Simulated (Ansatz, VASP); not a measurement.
**CdTeSe3 in VASP and in Ansatz**

The input INCAR:

```
PREC     = Accurate       # precision mode
ENCUT    = 600            # plane-wave cutoff, eV
EDIFF    = 1E-6           # SCF threshold, eV
ISMEAR   = 0              # smearing method
SIGMA    = 0.1            # smearing width, eV
LREAL    = F              # projectors in reciprocal space
LASPH    = T              # aspherical terms in the spheres
NELM     = 100            # most SCF steps
ALGO     = Normal         # electronic algorithm
ISIF     = 3              # what is computed and relaxed
LWAVE    = F              # write WAVECAR
LCHARG   = F              # write CHGCAR
GGA      = PE             # functional
IBRION   = 2              # ionic algorithm
NSW      = 90             # ionic steps
EDIFFG   = -0.04          # ionic threshold
```

Contents of KPOINTS:

```
Automatic mesh
0
Gamma
  6 6 6
```

POSCAR

```
CdTeSe3
1.0
    3.0246218825      1.7462662581      4.4392264312
   -3.0246218825      1.7462662581      4.4392264312
    0.0000000000     -3.4925325161      4.4392264312
Cd Te Se
1 1 3
Direct
    0.3764611408      0.3764611408      0.3764611408
    0.8901906109      0.8901906109      0.8901906109
    0.3749129577      0.8773793129      0.3749129577
    0.3749129577      0.3749129577      0.8773793129
    0.8773793129      0.3749129577      0.3749129577
```

Input for Ansatz:

```yaml
crystal:
  lattice:
    - [3.0246218825, 1.7462662581, 4.4392264312]
    - [-3.0246218825, 1.7462662581, 4.4392264312]
    - [0.0, -3.4925325161, 4.4392264312]
  atoms:
    - { symbol: Cd, position: [0.3764611408, 0.3764611408, 0.3764611408] }
    - { symbol: Te, position: [0.8901906109, 0.8901906109, 0.8901906109] }
    - { symbol: Se, position: [0.3749129577, 0.8773793129, 0.3749129577] }
    - { symbol: Se, position: [0.3749129577, 0.3749129577, 0.8773793129] }
    - { symbol: Se, position: [0.8773793129, 0.3749129577, 0.3749129577] }
basis:
  ecutwfc: 420
kpoints:
  mp_grid: { grid: [6, 6, 6] }
hamiltonian:
  xc: pbe
scf:
  occupations: { method: gaussian, width: 0.1 }
  lower_state_search: "off"
output:
  forces: true
  stress: true
  eigenvalues: true
relax:
  adjacent_minimum: "off"
  f_tol: 0.04
  max_steps: 70
  cell: { stress_tol: 0.4 }
```

Alike in both runs: task relaxation of cell and atoms; functional PBE; k mesh 6 × 6 × 6; occupations gaussian, width 0.1 eV; no spin polarisation.

|  | VASP | Ansatz |
| --- | --- | --- |
| version | VASP 6.6.1 | Ansatz 0.2.0 |
| potentials or method | VASP PAW PBE potentials, release 64 (Cd, Te, Se), cutoff 600 eV | scalar-relativistic, plane waves, PAW |
| valence electrons in the cell | 36 | 84 |

```tsv
	VASP	Ansatz	Ansatz less VASP
gap on the k mesh at the Fermi level, each at its own relaxed structure (eV)	none	none	-
relaxed volume (Å³/atom)	28.85	28.74	-0.117
relaxed cell length with the largest relative difference (Å)	5.704	5.686	-0.0183
```

A gap of «none» marks a metal or a gap that the smearing closes. VASP's potentials hold 36 valence electrons a cell and Ansatz's 84, so a difference there can come from the potentials and not from the codes.

Neither program's run includes spin-orbit coupling.
